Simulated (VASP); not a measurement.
# ZrC (Fm-3m) in VASP: a series of runs

ZrC is run at these levels: BLYP+D4, PBE; tasks: single point.

Program: VASP 6.6.1. These are calculated values, not measurements. Logs are shortened: lines on timing, memory, paths and dates and some standing lists are left out, and cuts for length are marked.

## Step 1: The cell of the first run

The structure is cubic, space group Fm-3m (No. 225). The conventional cell has a = 4.730 Å, b = 4.730 Å, c = 4.730 Å, α = 90.00°, β = 90.00°, γ = 90.00°. Zr (site symmetry m-3m) has 6 C at 2.37 Å within 3.1 Å. Within 3.1 Å of C (site symmetry m-3m) lie 6 Zr at 2.37 Å.

## Step 2: Single point, BLYP+D4

The input, INCAR:

```
PREC = Accurate ; ENCUT = 520
EDIFF = 1E-6 ; ISMEAR = -1
SIGMA = 0.15 ; LREAL = False
LASPH = True ; NELM = 80
ALGO = Normal ; ISIF = 2
LWAVE = False ; LCHARG = True
GGA = B5 ; ALDAX = 1.0
AGGAX = 1.0 ; AGGAC = 1.0
ALDAC = 0.0 ; IVDW = 13
VDW_S6 = 1.0 ; VDW_S8 = 2.34076671
VDW_A1 = 0.44488865 ; VDW_A2 = 4.0933009
LELF = True ; LVHAR = True
NBANDS = 15
```

The input, KPOINTS:

```
Automatic mesh
0
Gamma
  10 10 10
```

The input, POSCAR:

```
ZrC
1.0
    0.0000000000      2.3650000000      2.3650000000
    2.3650000000      0.0000000000      2.3650000000
    2.3650000000      2.3650000000      0.0000000000
Zr C
1 1
Direct
    0.5000000000      0.5000000000      0.5000000000
    0.0000000000      0.0000000000      0.0000000000
```

Potentials or basis: VASP PAW PBE potentials, release 64 (Zr_sv, C).

The run is started by

```
$ cat potpaw_PBE.64/Zr_sv/POTCAR potpaw_PBE.64/C/POTCAR > POTCAR
$ mpirun -np 1 vasp_std > vasp.out
```

OUTCAR:

```text
PREC = Accurate
   ENCUT = 520
   EDIFF = 1E-6
   ISMEAR = -1
   LREAL = False
   LASPH = True
   NELM = 80
   ISIF = 2
   GGA = B5
   IVDW = 13

 ion  position               nearest neighbor table
   1  0.500  0.500  0.500-   2 2.37   2 2.37   2 2.37   2 2.37   2 2.37   2 2.37
   2  0.000  0.000  0.000-   1 2.37   1 2.37   1 2.37   1 2.37   1 2.37   1 2.37

  LATTYP: Found a face centered cubic cell.
 ALAT       =     4.7300000000

  Lattice vectors:

 A1 = (   0.0000000000,   2.3650000000,   2.3650000000)
 A2 = (   2.3650000000,   0.0000000000,   2.3650000000)
 A3 = (   2.3650000000,   2.3650000000,   0.0000000000)

Analysis of symmetry for initial positions (statically):
=====================================================================
 Subroutine PRICEL returns:
 Original cell was already a primitive cell.

 Routine SETGRP: Setting up the symmetry group for a
 face centered cubic supercell.

 Subroutine GETGRP returns: Found 48 space group operations
 (whereof 48 operations were pure point group operations)
 out of a pool of 48 trial point group operations.

The static configuration has the point symmetry O_h .

Analysis of symmetry for dynamics (positions and initial velocities):
=====================================================================
 Subroutine PRICEL returns:
 Original cell was already a primitive cell.

 Routine SETGRP: Setting up the symmetry group for a
 face centered cubic supercell.

 Subroutine GETGRP returns: Found 48 space group operations
 (whereof 48 operations were pure point group operations)
 out of a pool of 48 trial point group operations.

The dynamic configuration has the point symmetry O_h .

 Subroutine INISYM returns: Found 48 space group operations
 (whereof 48 operations are pure point group operations),
 and found     1 'primitive' translations

----------------------------------------------------------------------------------------

                                     Primitive cell

  volume of cell :      26.4560

  direct lattice vectors                    reciprocal lattice vectors
     0.000000000  2.365000000  2.365000000    -0.211416490  0.211416490  0.211416490
     2.365000000  0.000000000  2.365000000     0.211416490 -0.211416490  0.211416490
     2.365000000  2.365000000  0.000000000     0.211416490  0.211416490 -0.211416490

  length of vectors
     3.344615075  3.344615075  3.344615075     0.366184103  0.366184103  0.366184103

  position of ions in fractional coordinates (direct lattice)
     0.500000000  0.500000000  0.500000000
     0.000000000  0.000000000  0.000000000

  ion indices of the primitive-cell ions
   primitive index   ion index
                 1           1
                 2           2

----------------------------------------------------------------------------------------

 KPOINTS: Automatic mesh

Automatic generation of k-mesh.
 Grid dimensions read from file:
 generate k-points for:   10   10   10

 Generating k-lattice:

  Cartesian coordinates                     Fractional coordinates (reciprocal lattice)
    -0.021141649  0.021141649  0.021141649     0.100000000  0.000000000  0.000000000
     0.021141649 -0.021141649  0.021141649     0.000000000  0.100000000  0.000000000
     0.021141649  0.021141649 -0.021141649     0.000000000  0.000000000  0.100000000

  Length of vectors
     0.036618410  0.036618410  0.036618410

  Shift w.r.t. Gamma in fractional coordinates (k-lattice)
     0.000000000  0.000000000  0.000000000

 Subroutine IBZKPT returns following result:
 ===========================================

 Found     47 irreducible k-points:

 Following reciprocal coordinates:
            Coordinates               Weight
  0.000000  0.000000  0.000000      1.000000
  0.100000  0.000000  0.000000      8.000000
  0.200000  0.000000  0.000000      8.000000
  0.300000  0.000000  0.000000      8.000000
  0.400000  0.000000  0.000000      8.000000
  0.500000  0.000000  0.000000      4.000000
[... 16 lines left out ...]
  0.300000  0.300000  0.000000      6.000000
  0.400000  0.300000  0.000000     24.000000
 [... further k-points ...]
   k-points           NKPTS =     47   k-points in BZ     NKDIM =     47   number of bands    NBANDS=     15
   number of dos      NEDOS =    301   number of ions     NIONS =      2
   total plane-waves  NPLWV =  21952
   dimension x,y,z NGX =    28 NGY =   28 NGZ =   28
   dimension x,y,z NGXF=    56 NGYF=   56 NGZF=   56
   ions per type =               1   1
   NGX,Y,Z   is equivalent  to a cutoff of  13.92, 13.92, 13.92 a.u.
   NGXF,Y,Z  is equivalent  to a cutoff of  27.84, 27.84, 27.84 a.u.
 SYSTEM =  unknown system
   PREC   = accura    normal or accurate (medium, high low for compatibility)
   ISTART =      0    job   : 0-new  1-cont  2-samecut
   ICHARG =      2    charge: 1-file 2-atom 10-const
   ISPIN  =      1    spin polarized calculation?
   LNONCOLLINEAR =      F non collinear calculations
   LSORBIT =      F    spin-orbit coupling
   LASPH  =      T    aspherical Exc in radial PAW
   ENCUT  =  520.0 eV  38.22 Ry    6.18 a.u.   6.22  6.22  6.22*2*pi/ulx,y,z
   NELM   =     80;   NELMIN=  2; NELMDL= -5     # of ELM steps
   EDIFF  = 0.1E-05   stopping-criterion for ELM
   LREAL  =      F    real-space projection
   EDIFFG = 0.1E-04   stopping-criterion for IOM
   NSW    =      0    number of steps for IOM
   IBRION =     -1    ionic relax: 0-MD 1-quasi-New 2-CG
   NFREE  =      0    steps in history (QN), initial steepest desc. (CG)
   ISIF   =      2    stress and relaxation
   ISYM   =      2    0-nonsym 1-usesym 2-fastsym
   POTIM  = 0.5000    time-step for ionic-motion
   TEBEG  =    0.0;   TEEND  =   0.0 temperature during run
   PSTRESS=    0.0 pullay stress
   NELECT =      16.0000    total number of electrons
   NUPDOWN=      -1.0000    fix difference up-down
   EMIN   =  10.00;   EMAX   =-10.00  energy-range for DOS
   EFERMI =   0.00;   METHOD = LEGACY
   ISMEAR =    -1;   SIGMA  =   0.15  broadening in eV -4-tet -1-fermi 0-gaus
   EFERMI_NEDOS =   21; number of points for ismear=-14 and -15
   IALGO  =     38    algorithm
   IMIX   =      4    mixing-type and parameters
     AMIX     =   0.40;   BMIX     =  1.00
     AMIX_MAG =   1.60;   BMIX_MAG =  1.00
  volume/ion in A,a.u.               =      13.23        89.27
  Fermi-wavevector in a.u.,A,eV,Ry     =   1.384439  2.616209 26.077880  1.916670
  Thomas-Fermi vector in A             =   2.508943
   LORBIT       =      0    0 simple, 1 ext, 2 COOP (PROOUT), +10 PAW based schemes
   GGA     = B5    functional components
   LHFCALC =     F    Hartree Fock is set to
   AEXX    =    0.0000 exact exchange contribution
   IVDW    =    13    specifies the selected vdW correction
   LEPSILON=     F    determine dielectric tensor
   LRPA    =     F    only Hartree local field effects (RPA)
 non-spin polarized calculation
  energy-cutoff  :      520.00
  volume of cell :       26.46
 maximum number of plane-waves:       728
 NGX is ok and might be reduce to    28
   NGX = 13   NGY = 13   NGZ = 13

 number of electron      16.0000000 magnetization

 Free energy of the ion-electron system (eV)
  ---------------------------------------------------
  ext. energy  EPLUGINS =         0.00000000
  ---------------------------------------------------
  free energy    TOTEN  =       -17.70191958 eV

  energy without entropy =      -17.67586348  energy(sigma->0) =      -17.68889153

 E-fermi :   9.9062     XC(G=0): -11.3759

 val. band max:        9.8267167538   @ k =   0.2000   0.2000   0.0000
 cond. band min:       9.9429806491   @ k =   0.5000   0.5000   0.0000
 fundamental gap:      0.1162638954
 Fermi energy:         9.9061822635

 k-point     1 :       0.0000    0.0000    0.0000
  band No.  band energies     occupation
      1     -38.3179      2.00000
      2     -16.1229      2.00000
      3     -16.1229      2.00000
      4     -16.1229      2.00000
      5      -1.2338      2.00000
      6      10.7872      0.00561
      7      10.7872      0.00561
      8      10.7872      0.00561
      9      10.9834      0.00152
     10      10.9834      0.00152
     11      10.9834      0.00152
     12      12.6075      0.00000
     13      12.6075      0.00000
     14      17.2235      0.00000
     15      20.7973      0.00000

 k-point     2 :       0.1000    0.0000    0.0000
  band No.  band energies     occupation
      1     -38.3092      2.00000
      2     -16.2020      2.00000
      3     -16.1299      2.00000
      4     -16.1299      2.00000
      5      -1.0206      2.00000
      6       9.5508      1.82888
      7       9.8101      1.30973
      8       9.8101      1.30973
      9      11.3343      0.00015
     10      11.3343      0.00015
     11      11.7657      0.00001
     12      13.6826      0.00000
     13      13.6826      0.00000
     14      17.6779      0.00000
     15      21.3606      0.00000

 k-point     3 :       0.2000    0.0000    0.0000
  band No.  band energies     occupation
      1     -38.2863      2.00000
      2     -16.4037      2.00000
      3     -16.1483      2.00000
      4     -16.1483      2.00000
      5      -0.4331      2.00000
      6       8.0151      1.99999
      7       8.6498      1.99954
      8       8.6498      1.99954
      9      11.9569      0.00000
     10      11.9569      0.00000
     11      12.3563      0.00000
     12      15.4994      0.00000
     13      15.4994      0.00000
     14      18.6160      0.00000
     15      22.6265      0.00000
[... 343 lines left out ...]
 k-point    23 :       0.3000    0.3000    0.0000
  band No.  band energies     occupation
      1     -38.2381      2.00000
      2     -16.5827      2.00000
      3     -16.2932      2.00000
      4     -16.2932      2.00000
      5       0.0525      2.00000
      6       6.6535      2.00000
      7       9.0428      1.99369
      8       9.5706      1.80711
      9       9.5706      1.80711
     10      13.5485      0.00000
     11      14.8608      0.00000
     12      14.8608      0.00000
     13      16.8428      0.00000
     14      21.4644      0.00000
     15      24.5267      0.00000

 k-point    24 :       0.4000    0.3000    0.0000
  band No.  band energies     occupation
      1     -38.2198      2.00000
      2     -16.6771      2.00000
      3     -16.3438      2.00000
      4     -16.3201      2.00000
      5       0.1657      2.00000
      6       6.8313      2.00000
      7       8.3254      1.99995
      8       9.2676      1.97207
      9      10.1169      0.39415
     10      14.2552      0.00000
     11      15.1437      0.00000
     12      15.2632      0.00000
     13      17.4688      0.00000
     14      21.3634      0.00000
     15      22.8736      0.00000

 [... further k-points ...]

------------------------ aborting loop because EDIFF is reached ----------------------------------------

  DFT-D4 for vdW energy calculation

  Edisp (eV):   -0.90969

  FORCE on cell =-STRESS in cart. coord.  units (eV):
  Direction    XX          YY          ZZ          XY          YZ          ZX
  --------------------------------------------------------------------------------------
  -------------------------------------------------------------------------------------
  Total      -0.25042    -0.25042    -0.25042     0.00000     0.00000     0.00000
  in kB     -15.16563   -15.16563   -15.16563     0.00000     0.00000     0.00000
  external pressure =      -15.17 kB  Pullay stress =        0.00 kB

 VOLUME and BASIS-vectors are now :
 -----------------------------------------------------------------------------
  energy-cutoff  :      520.00
  volume of cell :       26.46
      direct lattice vectors                 reciprocal lattice vectors
     0.000000000  2.365000000  2.365000000    -0.211416490  0.211416490  0.211416490
     2.365000000  0.000000000  2.365000000     0.211416490 -0.211416490  0.211416490
     2.365000000  2.365000000  0.000000000     0.211416490  0.211416490 -0.211416490

 POSITION                                       TOTAL-FORCE (eV/Angst)
 -----------------------------------------------------------------------------------
      2.36500      2.36500      2.36500         0.000000      0.000000      0.000000
      0.00000      0.00000      0.00000        -0.000000     -0.000000     -0.000000
 -----------------------------------------------------------------------------------
    total drift:                                0.000000      0.000000      0.000000

  FREE ENERGIE OF THE ION-ELECTRON SYSTEM (eV)
  ---------------------------------------------------
  free  energy   TOTEN  =       -18.6116077160 eV

  energy  without entropy=      -18.5855516172  energy(sigma->0) =      -18.59857967
```

Wall time 20 s (1 thread of Intel Xeon Platinum 8488C (Sapphire Rapids), shared host); peak memory 0.16 GiB.

Results:

- Free energy: -18.6116 eV
- Pressure: -1.5 GPa
- Band gap on the k mesh: zero (band 8 reaches 10.79 eV, above the bottom of band 9 at 9.57 eV)
- Dispersion energy per atom: -0.455 eV

Levels at points of the mesh, in eV from the Fermi level:
```tsv
k point	band 6	band 7	band 8	band 9	band 10	band 11
(0.00, 0.00, 0.00)	0.88	0.88	0.88	1.08	1.08	1.08
(0.50, 0.00, 0.00)	-5.09	-2.89	-2.89	4.28	4.28	5.12
(0.50, 0.50, 0.00)	-1.97	-1.59	0.04	0.04	4.24	5.37
```

Caveat: the PAW data sets were made with another functional, which shifts forces and pressure a little; pairwise dispersion overbinds metals, which lowers pressure and volume.

## Step 3: Single point, PBE

The input, INCAR:

```
SYSTEM = ZrC
  PREC = Accurate
  ENCUT = 520
  EDIFF = 1E-7
  ISMEAR = -1
  SIGMA = 0.1
  LREAL = .FALSE.
  LASPH = .TRUE.
  NELM = 100
  ALGO = Normal
  ISIF = 2
  LWAVE = .FALSE.
  LCHARG = .FALSE.
  GGA = PE
  NBANDS = 15
```

The input, KPOINTS:

```
regular mesh
0
G
  10 10 10
  0 0 0
```

POSCAR is that of step 2.

Potentials or basis: VASP PAW PBE potentials, release 64 (Zr_sv, C).

The run is started by

```
$ cat potpaw_PBE.64/Zr_sv/POTCAR potpaw_PBE.64/C/POTCAR > POTCAR
$ mpirun -np 1 vasp_std > vasp.out
```

OUTCAR:

```text
SYSTEM = ZrC
   PREC = Accurate
   ENCUT = 520
   EDIFF = 1E-7
   ISMEAR = -1
   LREAL = .FALSE.
   LASPH = .TRUE.
   NELM = 100
   ISIF = 2
   GGA = PE

 ion  position               nearest neighbor table
   1  0.500  0.500  0.500-   2 2.37   2 2.37   2 2.37   2 2.37   2 2.37   2 2.37
   2  0.000  0.000  0.000-   1 2.37   1 2.37   1 2.37   1 2.37   1 2.37   1 2.37

  LATTYP: Found a face centered cubic cell.
 ALAT       =     4.7300000000

  Lattice vectors:

[... 609 lines left out ...]
      9       9.5956      0.25073
     10      13.8467      0.00000
     11      14.7778      0.00000
     12      14.8929      0.00000
     13      16.9751      0.00000
     14      20.8391      0.00000
     15      22.1695      0.00000

 [... further k-points ...]
[... 5 lines left out ...]
  --------------------------------------------------------------------------------------
  -------------------------------------------------------------------------------------
  Total       -0.4393978     -0.4393978     -0.4393978      0.0000000      0.0000000      0.0000000
  in kB      -26.6100114    -26.6100114    -26.6100114      0.0000000      0.0000000      0.0000000
  external PRESSURE =     -26.6100114 kB  Pullay stress =       0.0000000 kB

 VOLUME and BASIS-vectors are now :
 -----------------------------------------------------------------------------
  energy-cutoff  :      520.00
  volume of cell :       26.46
      direct lattice vectors                 reciprocal lattice vectors
     0.000000000  2.365000000  2.365000000    -0.211416490  0.211416490  0.211416490
     2.365000000  0.000000000  2.365000000     0.211416490 -0.211416490  0.211416490
     2.365000000  2.365000000  0.000000000     0.211416490  0.211416490 -0.211416490

 POSITION                                       TOTAL-FORCE (eV/Angst)
 -----------------------------------------------------------------------------------
      2.36500      2.36500      2.36500         0.000000      0.000000     -0.000000
      0.00000      0.00000      0.00000        -0.000000     -0.000000      0.000000
 -----------------------------------------------------------------------------------
    total drift:                                0.000000      0.000000      0.000000

  FREE ENERGIE OF THE ION-ELECTRON SYSTEM (eV)
  ---------------------------------------------------
  free  energy   TOTEN  =       -19.4625037355 eV

  energy  without entropy=      -19.4510316806  energy(sigma->0) =      -19.45676771
```

Run time: 15 s. Hardware: 1 thread of Intel Xeon Platinum 8488C (Sapphire Rapids), shared host; peak memory 0.16 GiB.

Results:

| Quantity | Value |
| --- | --- |
| Free energy | -19.4625 eV |
| Pressure | -2.7 GPa |
| Band gap on the k mesh | zero (band 8 reaches 10.33 eV, above the bottom of band 9 at 9.07 eV) |
